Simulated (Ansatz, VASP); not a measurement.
**Rh in VASP and in Ansatz**

Contents of INCAR:

```
SYSTEM = Rh
PREC     = Accurate       ! precision mode
ENCUT    = 520            ! plane-wave cutoff, eV
EDIFF    = 1E-6           ! SCF threshold, eV
ISMEAR   = 0              ! smearing method
SIGMA    = 0.15           ! smearing width, eV
LREAL    = .FALSE.        ! projectors in reciprocal space
LASPH    = .TRUE.         ! aspherical terms in the spheres
NELM     = 60             ! most SCF steps
ALGO     = Normal         ! electronic algorithm
ISIF     = 2              ! what is computed and relaxed
LWAVE    = .FALSE.        ! write WAVECAR
LCHARG   = .TRUE.         ! write CHGCAR
GGA      = PE             ! functional
LELF     = .TRUE.         ! ELF
LVHAR    = .TRUE.       
NBANDS   = 14             ! bands
```

Contents of KPOINTS:

```
regular mesh
0
G
  22 22 22
  0 0 0
```

Contents of POSCAR:

```
Rh
1.0
    0.0000000000      1.8064725000      1.8064725000
    1.8064725000      0.0000000000      1.8064725000
    1.8064725000      1.8064725000      0.0000000000
Rh
1
Direct
    0.0000000000      0.0000000000      0.0000000000
```

Input for Ansatz:

```yaml
crystal:
  lattice:
    - [0.0, 1.8064725, 1.8064725]
    - [1.8064725, 0.0, 1.8064725]
    - [1.8064725, 1.8064725, 0.0]
  atoms:
    - { symbol: Rh, position: [0.0, 0.0, 0.0] }
basis:
  ecutwfc: 420
kpoints:
  mp_grid: { grid: [22, 22, 22] }
hamiltonian:
  xc: pbe
scf:
  occupations: { method: gaussian, width: 0.15 }
output:
  forces: true
  stress: true
  eigenvalues: true
```

Change from the starting cell: strain -0.050 along x and y, -0.050 along z, atoms carried along.

Alike in both runs: task single point; functional PBE; k mesh 22 × 22 × 22; occupations gaussian, width 0.15 eV; no spin polarisation.

```csv
,VASP,Ansatz
version,VASP 6.6.1,Ansatz 0.2.0
potentials or method,"VASP PAW PBE potentials, release 64 (Rh_pv), cutoff 520 eV","scalar-relativistic, plane waves, PAW"
valence electrons in the cell,15,17
```

```csv
,VASP,Ansatz,Ansatz less VASP
gap on the k mesh at the Fermi level (eV),none,none,-
pressure (GPa),70.6,70.5,-0.15
```

A gap of «none» marks a metal or a gap that the smearing closes. Both programs put the cell under a high pressure, so it lies far from rest at this level. VASP's potentials hold 15 valence electrons a cell and Ansatz's 17, so a difference there can come from the potentials and not from the codes.

Noted on VASP's run: the cell as given lies far from equilibrium.
